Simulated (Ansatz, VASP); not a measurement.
Ba in VASP and in Ansatz

```
Ba
1.0
    -2.57500    2.57500    2.57500
     2.57500   -2.57500    2.57500
     2.57500    2.57500   -2.57500
Ba
1
Direct
  0.00000 0.00000 0.00000
```

Change from the starting cell: strain +0.030 along x and y, +0.030 along z, atoms carried along.

Alike in both runs: task single point; functional PBE; k mesh 14 × 14 × 14; occupations gaussian, width 0.15 eV; no spin polarisation.

|  | VASP | Ansatz |
| --- | --- | --- |
| version | VASP 6.6.1 | Ansatz 0.2.0 |
| potentials or method | VASP PAW PBE potentials, release 64 (Ba_sv), cutoff 520 eV | scalar-relativistic, plane waves, PAW |
| valence electrons in the cell | 10 | 10 |

|  | VASP | Ansatz | Ansatz less VASP |
| --- | --- | --- | --- |
| gap on the k mesh at the Fermi level (eV) | none | none | - |
| pressure (GPa) | -0.6 | -0.6 | -0.03 |

A gap of «none» marks a metal or a gap that the smearing closes.

Neither program's run includes spin-orbit coupling.
